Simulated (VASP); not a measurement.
Set up this calculation in VASP 6.6.1, as the native input.

| Quantity | Value |
| --- | --- |
| Task | single point |
| Functional | PBEsol |
| Potentials or basis | VASP PAW PBE potentials, release 64 (Cd, S) |
| Cutoff | 520 eV |
| k mesh | 8 × 8 × 8 |
| Occupations | gaussian, width 0.02 eV |
| Spin | no spin polarisation |
| Dipole correction | no |
| Further INCAR settings | ALGO = Normal; EDIFF = 1e-06; NBANDS = 16 |

The structure of CdS lies in POSCAR:

```
CdS
1.0
    0.0000000000      2.9116000000      2.9116000000
    2.9116000000      0.0000000000      2.9116000000
    2.9116000000      2.9116000000      0.0000000000
Cd S
1 1
Direct
    0.0000000000      0.0000000000      0.0000000000
    0.2500000000      0.2500000000      0.2500000000
```

This cell differs from its parent crystal: volume scaled by 1.000 of the coarse rest volume.

The input as run:

INCAR

```
ALGO = Normal
EDIFF = 1E-6
ENCUT = 520
GGA = PS
ISIF = 2
ISMEAR = 0
LASPH = True
LCHARG = True
LELF = True
LREAL = False
LVHAR = True
LWAVE = False
NBANDS = 16
NELM = 80
PREC = Accurate
SIGMA = 0.02
```

KPOINTS

```
k-points
0
Gamma
  8 8 8
```

Potentials or basis: VASP PAW PBE potentials, release 64 (Cd, S).

Run with:

```console
$ cat potpaw_PBE.64/Cd/POTCAR potpaw_PBE.64/S/POTCAR > POTCAR
$ mpirun -np 1 vasp_std > vasp.out
```

It gave:

| Item | Value |
| --- | --- |
| Pressure | 0.4 GPa |
| Band gap on the k mesh | 1.02 eV, direct |

Caveat: the PAW data sets were made with another functional, which shifts forces and pressure a little.

Run time: 8.5 s on 1 thread of Intel(R) Xeon(R) 6975P-C (Granite Rapids), with other jobs on the host, peak memory 0.17 GiB.
